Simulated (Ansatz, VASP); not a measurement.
# Two plane-wave programs on TiRh

```xyz
2
Lattice="3.0840 0.0000 0.0000 0.0000 3.0840 0.0000 0.0000 0.0000 3.1152" Properties=species:S:1:pos:R:3 pbc="T T T"
Ti    1.5420    1.5420    1.5576
Rh    0.0000    0.0000    0.0000
```

Alike in both runs: task single point; functional LDA; k mesh 11 × 11 × 11; occupations fermi-dirac, width 0.1 eV; no spin polarisation.

```csv
,VASP,Ansatz
version,VASP 6.6.1,Ansatz 0.2.0
potentials or method,"VASP PAW LDA potentials, release 64 (Ti_sv, Rh_pv), cutoff 520 eV","plane waves, PAW"
valence electrons in the cell,27,29
```

VASP gave:

| Quantity | Value |
| --- | --- |
| pressure (GPa) | -9.2 |
| traceless stress, the component that is largest in VASP (GPa) | 0.61 |

Problem. What did Ansatz give for the same quantities?

Solution. Pressure (GPa): -9.6; traceless stress, the component that is largest in VASP (GPa): 0.62.

LDA's correlation is that of Perdew and Zunger in VASP and of Perdew and Wang (1992) in Ansatz. VASP's potentials hold 27 valence electrons a cell and Ansatz's 29, so a difference there can come from the potentials and not from the codes. Ansatz's warnings: stress scf threshold loose.
